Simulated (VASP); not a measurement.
# PbS in VASP: a series of runs

The runs below take PbS through single point, with PBEsol.

Everything below comes from runs of VASP 6.6.1. Logs are shortened: lines on timing, memory, paths and dates and some standing lists are left out, and cuts for length are marked.

### Step 1. The cell of the first run

It takes space group P-6m2 (No. 187, hexagonal). Conventional cell: a = 4.297 Å, b = 4.297 Å, c = 3.923 Å, α = 90.00°, β = 90.00°, γ = 120.00°. Within 4.3 Å of Pb (site symmetry -6m2) lie 6 S at 3.16 Å and 8 Pb at 3.92 to 4.30 Å. Within 4.3 Å of S (site symmetry -6m2) lie 6 Pb at 3.16 Å and 8 S at 3.92 to 4.30 Å.

### Step 2. Single point, PBEsol (strained)

Input file INCAR:

```
PREC = Accurate
ENCUT = 520
EDIFF = 1E-6
ISMEAR = 0
SIGMA = 0.1
LREAL = False
LASPH = True
NELM = 60
ALGO = Normal
ISIF = 2
LWAVE = False
LCHARG = True
GGA = PS
LELF = True
LVHAR = True
NBANDS = 17
```

Input file KPOINTS:

```
regular mesh
0
Gamma
  12 12 12
```

Input file POSCAR:

```
PbS
1.0
    4.2966772866      0.0000000000      0.0000000000
   -2.1483386433      3.7210316821      0.0000000000
    0.0000000000      0.0000000000      3.9230636269
Pb S
1 1
Direct
    0.0000000000      0.0000000000      0.0000000000
    0.6666666700      0.3333333300      0.5000000000
```

Potentials or basis: VASP PAW PBE potentials, release 64 (Pb_d, S).

Started as:

```sh
cat potpaw_PBE.64/Pb_d/POTCAR potpaw_PBE.64/S/POTCAR > POTCAR
mpirun -np 1 vasp_std > vasp.out
```

OUTCAR:

```text
PREC = Accurate
   ENCUT = 520
   EDIFF = 1E-6
   ISMEAR = 0
   LREAL = False
   LASPH = True
   NELM = 60
   ISIF = 2
   GGA = PS

 ion  position               nearest neighbor table
   1  0.000  0.000  0.000-   2 3.16   2 3.16   2 3.16   2 3.16   2 3.16   2 3.16
   2  0.667  0.333  0.500-   1 3.16   1 3.16   1 3.16   1 3.16   1 3.16   1 3.16

  LATTYP: Found a hexagonal cell.
 ALAT       =     4.2966772866
 C/A-ratio  =     0.9130459109

  Lattice vectors:

 A1 = (   4.2966772866,   0.0000000000,   0.0000000000)
 A2 = (  -2.1483386433,   3.7210316821,   0.0000000000)
 A3 = (   0.0000000000,   0.0000000000,   3.9230636269)

Analysis of symmetry for initial positions (statically):
=====================================================================
 Subroutine PRICEL returns:
 Original cell was already a primitive cell.

 Routine SETGRP: Setting up the symmetry group for a
 hexagonal supercell.

 Subroutine GETGRP returns: Found 12 space group operations
 (whereof 12 operations were pure point group operations)
 out of a pool of 24 trial point group operations.

The static configuration has the point symmetry D_3h.

Analysis of symmetry for dynamics (positions and initial velocities):
=====================================================================
 Subroutine PRICEL returns:
 Original cell was already a primitive cell.

 Routine SETGRP: Setting up the symmetry group for a
 hexagonal supercell.

 Subroutine GETGRP returns: Found 12 space group operations
 (whereof 12 operations were pure point group operations)
 out of a pool of 24 trial point group operations.

The dynamic configuration has the point symmetry D_3h.

 Subroutine INISYM returns: Found 12 space group operations
 (whereof 12 operations are pure point group operations),
 and found     1 'primitive' translations

----------------------------------------------------------------------------------------

                                     Primitive cell

  volume of cell :      62.7222

  direct lattice vectors                    reciprocal lattice vectors
     4.296677287  0.000000000  0.000000000     0.232737982  0.134371336  0.000000000
    -2.148338643  3.721031682  0.000000000     0.000000000  0.268742673  0.000000000
     0.000000000  0.000000000  3.923063627     0.000000000  0.000000000  0.254902825

  length of vectors
     4.296677287  4.296677287  3.923063627     0.268742673  0.268742673  0.254902825

  position of ions in fractional coordinates (direct lattice)
     0.000000000  0.000000000  0.000000000
     0.666666670  0.333333330  0.500000000

  ion indices of the primitive-cell ions
   primitive index   ion index
                 1           1
                 2           2

----------------------------------------------------------------------------------------

 KPOINTS: regular mesh

Automatic generation of k-mesh.
 Grid dimensions read from file:
 generate k-points for:   12   12   12

 Generating k-lattice:

  Cartesian coordinates                     Fractional coordinates (reciprocal lattice)
     0.019394832  0.011197611  0.000000000     0.083333333 -0.000000000  0.000000000
     0.000000000  0.022395223  0.000000000     0.000000000  0.083333333  0.000000000
     0.000000000  0.000000000  0.021241902     0.000000000  0.000000000  0.083333333

  Length of vectors
     0.022395223  0.022395223  0.021241902

  Shift w.r.t. Gamma in fractional coordinates (k-lattice)
     0.000000000  0.000000000  0.000000000

 Subroutine IBZKPT returns following result:
 ===========================================

 Found    133 irreducible k-points:

 Following reciprocal coordinates:
            Coordinates               Weight
  0.000000  0.000000  0.000000      1.000000
  0.083333 -0.000000  0.000000      6.000000
  0.166667 -0.000000  0.000000      6.000000
  0.250000 -0.000000  0.000000      6.000000
  0.333333  0.000000  0.000000      6.000000
  0.416667  0.000000  0.000000      6.000000
[... 16 lines left out ...]
  0.250000 -0.000000  0.083333     12.000000
  0.333333  0.000000  0.083333     12.000000
 [... further k-points ...]
   k-points           NKPTS =    133   k-points in BZ     NKDIM =    133   number of bands    NBANDS=     17
   number of dos      NEDOS =    301   number of ions     NIONS =      2
   total plane-waves  NPLWV =  30720
   dimension x,y,z NGX =    32 NGY =   32 NGZ =   30
   dimension x,y,z NGXF=    64 NGYF=   64 NGZF=   60
   ions per type =               1   1
   NGX,Y,Z   is equivalent  to a cutoff of  12.38, 12.38, 12.71 a.u.
   NGXF,Y,Z  is equivalent  to a cutoff of  24.76, 24.76, 25.43 a.u.
 SYSTEM =  unknown system
   PREC   = accura    normal or accurate (medium, high low for compatibility)
   ISTART =      0    job   : 0-new  1-cont  2-samecut
   ICHARG =      2    charge: 1-file 2-atom 10-const
   ISPIN  =      1    spin polarized calculation?
   LNONCOLLINEAR =      F non collinear calculations
   LSORBIT =      F    spin-orbit coupling
   LASPH  =      T    aspherical Exc in radial PAW
   ENCUT  =  520.0 eV  38.22 Ry    6.18 a.u.   7.99  7.99  7.29*2*pi/ulx,y,z
   NELM   =     60;   NELMIN=  2; NELMDL= -5     # of ELM steps
   EDIFF  = 0.1E-05   stopping-criterion for ELM
   LREAL  =      F    real-space projection
   EDIFFG = 0.1E-04   stopping-criterion for IOM
   NSW    =      0    number of steps for IOM
   IBRION =     -1    ionic relax: 0-MD 1-quasi-New 2-CG
   NFREE  =      0    steps in history (QN), initial steepest desc. (CG)
   ISIF   =      2    stress and relaxation
   ISYM   =      2    0-nonsym 1-usesym 2-fastsym
   POTIM  = 0.5000    time-step for ionic-motion
   TEBEG  =    0.0;   TEEND  =   0.0 temperature during run
   PSTRESS=    0.0 pullay stress
   NELECT =      20.0000    total number of electrons
   NUPDOWN=      -1.0000    fix difference up-down
   EMIN   =  10.00;   EMAX   =-10.00  energy-range for DOS
   EFERMI =   0.00;   METHOD = LEGACY
   ISMEAR =     0;   SIGMA  =   0.10  broadening in eV -4-tet -1-fermi 0-gaus
   EFERMI_NEDOS =   21; number of points for ismear=-14 and -15
   IALGO  =     38    algorithm
   IMIX   =      4    mixing-type and parameters
     AMIX     =   0.40;   BMIX     =  1.00
     AMIX_MAG =   1.60;   BMIX_MAG =  1.00
  volume/ion in A,a.u.               =      31.36       211.64
  Fermi-wavevector in a.u.,A,eV,Ry     =   1.118436  2.113537 17.019505  1.250898
  Thomas-Fermi vector in A             =   2.255067
   LORBIT       =      0    0 simple, 1 ext, 2 COOP (PROOUT), +10 PAW based schemes
   GGA     = PS    functional components
   LHFCALC =     F    Hartree Fock is set to
   AEXX    =    0.0000 exact exchange contribution
   IVDW    =     0    specifies the selected vdW correction
   LEPSILON=     F    determine dielectric tensor
   LRPA    =     F    only Hartree local field effects (RPA)
 non-spin polarized calculation
 Gauss-broadening in eV      SIGMA  =   0.10
  energy-cutoff  :      520.00
  volume of cell :       62.72
 maximum number of plane-waves:      1707
 NGX is ok and might be reduce to    32
   NGX = 15   NGY = 15   NGZ = 15

 number of electron      19.9999995 magnetization

 Free energy of the ion-electron system (eV)
  ---------------------------------------------------
  ext. energy  EPLUGINS =         0.00000000
  ---------------------------------------------------
  free energy    TOTEN  =        -8.93182043 eV

  energy without entropy =       -8.93170230  energy(sigma->0) =       -8.93176137

 E-fermi :   3.6617     XC(G=0):  -9.0302

 val. band max:        3.6257882580   @ k =   0.3333   0.3333   0.0000
 cond. band min:       3.6977050001   @ k =   0.3333   0.3333   0.5000
 fundamental gap:      0.0719167421
 Fermi energy:         3.6617105089

 k-point     1 :       0.0000    0.0000    0.0000
  band No.  band energies     occupation
      1     -13.1364      2.00000
      2     -13.1316      2.00000
      3     -13.1316      2.00000
      4     -13.0548      2.00000
      5     -13.0548      2.00000
      6      -8.6280      2.00000
[... 9 lines left out ...]
     16      14.0823      0.00000
     17      14.0824      0.00000

 k-point     2 :       0.0833   -0.0000    0.0000
  band No.  band energies     occupation
      1     -13.1355      2.00000
      2     -13.1321      2.00000
      3     -13.1291      2.00000
      4     -13.0559      2.00000
      5     -13.0550      2.00000
      6      -8.5855      2.00000
[... 9 lines left out ...]
     16      13.5981      0.00000
     17      14.0024      0.00000

 k-point     3 :       0.1667   -0.0000    0.0000
  band No.  band energies     occupation
      1     -13.1367      2.00000
      2     -13.1298      2.00000
      3     -13.1224      2.00000
      4     -13.0591      2.00000
      5     -13.0557      2.00000
      6      -8.4631      2.00000
[... 9 lines left out ...]
     16      13.0679      0.00000
     17      13.8756      0.00000

 k-point     4 :       0.2500   -0.0000    0.0000
  band No.  band energies     occupation
      1     -13.1406      2.00000
      2     -13.1244      2.00000
      3     -13.1132      2.00000
      4     -13.0634      2.00000
      5     -13.0567      2.00000
      6      -8.2784      2.00000
[... 9 lines left out ...]
     16      13.8148      0.00000
     17      13.8845      0.00000
[... 343 lines left out ...]
      1     -13.1353      2.00000
      2     -13.1251      2.00000
      3     -13.1221      2.00000
      4     -13.0616      2.00000
      5     -13.0578      2.00000
      6      -8.4218      2.00000
[... 9 lines left out ...]
     16      13.2696      0.00000
     17      13.3039      0.00000

 k-point    23 :       0.2500   -0.0000    0.0833
  band No.  band energies     occupation
      1     -13.1394      2.00000
      2     -13.1194      2.00000
      3     -13.1130      2.00000
      4     -13.0663      2.00000
      5     -13.0588      2.00000
      6      -8.2400      2.00000
[... 9 lines left out ...]
     16      13.3693      0.00000
     17      13.8113      0.00000

 k-point    24 :       0.3333    0.0000    0.0833
  band No.  band energies     occupation
      1     -13.1435      2.00000
      2     -13.1138      2.00000
      3     -13.1038      2.00000
      4     -13.0710      2.00000
      5     -13.0598      2.00000
      6      -8.0322      2.00000
[... 9 lines left out ...]
     16      13.6697      0.00000
     17      13.8645      0.00000

 [... further k-points ...]

------------------------ aborting loop because EDIFF is reached ----------------------------------------

  FORCE on cell =-STRESS in cart. coord.  units (eV):
  Direction    XX          YY          ZZ          XY          YZ          ZX
  --------------------------------------------------------------------------------------
  -------------------------------------------------------------------------------------
  Total       -2.6474917     -2.6474917     -3.1012273      0.0000000      0.0000000      0.0000000
  in kB      -67.6275628    -67.6275628    -79.2177909      0.0000000      0.0000000      0.0000000
  external PRESSURE =     -71.4909722 kB  Pullay stress =       0.0000000 kB

 VOLUME and BASIS-vectors are now :
 -----------------------------------------------------------------------------
  energy-cutoff  :      520.00
  volume of cell :       62.72
      direct lattice vectors                 reciprocal lattice vectors
     4.296677287  0.000000000  0.000000000     0.232737982  0.134371336  0.000000000
    -2.148338643  3.721031682  0.000000000     0.000000000  0.268742673  0.000000000
     0.000000000  0.000000000  3.923063627     0.000000000  0.000000000  0.254902825

 POSITION                                       TOTAL-FORCE (eV/Angst)
 -----------------------------------------------------------------------------------
      0.00000      0.00000      0.00000         0.000000     -0.000000      0.000000
      2.14834      1.24034      1.96153        -0.000000      0.000000      0.000000
 -----------------------------------------------------------------------------------
    total drift:                               -0.000012      0.000007     -0.000000

  FREE ENERGIE OF THE ION-ELECTRON SYSTEM (eV)
  ---------------------------------------------------
  free  energy   TOTEN  =        -8.9318204306 eV

  energy  without entropy=       -8.9317022996  energy(sigma->0) =       -8.93176137
```

Run time: 2.6 min. Hardware: 1 thread of AMD EPYC 7R13, shared host; peak memory 0.25 GiB.

What came out:

```
Free energy            : -8.9318 eV
Pressure               : -7.1 GPa
Band gap on the k mesh : 0.07 eV (least direct gap 0.87 eV)
```

Stress tensor (GPa, compression positive):
```
-6.76  0.00  0.00
 0.00 -6.76  0.00
 0.00  0.00 -7.92
```

Caveat: the cell differs from its parent crystal (strained); the cell stands under tension; the PAW data sets were made with another functional, which shifts forces and pressure a little; spin-orbit coupling is left out, which moves the levels of the heavy elements. A k mesh can miss the band edges.

### Step 3. Single point, PBEsol (strained and its atoms moved)

Input file INCAR:

```
SYSTEM = PbS
ALGO = Normal
EDIFF = 1E-6
ENCUT = 520
GGA = PS
ISIF = 2
ISMEAR = 0
LASPH = .TRUE.
LCHARG = .FALSE.
LREAL = .FALSE.
LWAVE = .FALSE.
NBANDS = 17
NELM = 100
PREC = Accurate
SIGMA = 0.1
```

Input file KPOINTS:

```
k-points
0
G
  12 12 12
  0 0 0
```

Input file POSCAR:

```
PbS
1.0
    4.0753428478      0.0041714916      0.0000000000
   -2.0340588061      3.5230853867      0.0000000000
    0.0000000000      0.0000000000      3.8294580203
Pb S
1 1
Direct
    0.0084703122      0.0042351561      0.0000000000
    0.6581963578      0.3290981739      0.5000000000
```

Potentials or basis: VASP PAW PBE potentials, release 64 (Pb_d, S).

Started as:

```sh
cat potpaw_PBE.64/Pb_d/POTCAR potpaw_PBE.64/S/POTCAR > POTCAR
mpirun -np 1 vasp_std > vasp.out
```

Wall time 5.1 min (1 thread of AMD EPYC 7R13, shared host); peak memory 0.35 GiB.

The run converged. Its results:

| Quantity | Value |
| --- | --- |
| Free energy | -9.1764 eV |
| Pressure | -3.2 GPa |
| Largest force | 0.091 eV/Å |
| Band gap on the k mesh | zero (bands 10 and 11 overlap by 0.55 eV) |

Forces in eV/Å, atoms in the order of the input:
```
Pb  -0.079 -0.046  0.000
S    0.079  0.046  0.000
```

Stress tensor (GPa, compression positive):
```
-2.73 -0.07  0.00
-0.07 -2.65  0.00
 0.00  0.00 -4.09
```

Levels at points of the mesh, in eV from the Fermi level:
```csv
k point,band 6,band 7,band 8,band 9,band 10,band 11,band 12,band 13,band 14,band 15
"(0.00, 0.00, 0.00)",-12.97,-6.34,-2.10,-1.54,-1.35,3.51,3.80,5.29,6.54,7.12
"(0.50, 0.00, 0.00)",-11.83,-8.41,-2.43,-1.54,-1.03,1.87,3.78,5.31,5.41,11.10
"(0.00, 0.50, 0.00)",-11.88,-8.23,-2.50,-1.77,-1.10,1.96,3.98,5.19,5.61,10.96
"(0.00, 0.00, 0.50)",-11.88,-8.89,-0.91,-0.86,0.21,1.05,3.95,4.10,8.36,8.37
"(0.50, 0.00, 0.50)",-11.21,-7.24,-4.03,-4.01,-1.20,2.29,3.01,3.11,8.25,10.50
"(0.00, 0.50, 0.50)",-11.24,-7.30,-3.88,-3.84,-1.25,2.21,2.79,2.89,8.40,10.60
```

Caveat: the cell differs from its parent crystal (strained and its atoms moved); the cell stands under tension; semilocal functionals underestimate gaps, and a narrow one can read as zero; the PAW data sets were made with another functional, which shifts forces and pressure a little; spin-orbit coupling is left out, which moves the levels of the heavy elements.

The gap in the log of VASP goes by the Fermi energy; the results here count the filled bands.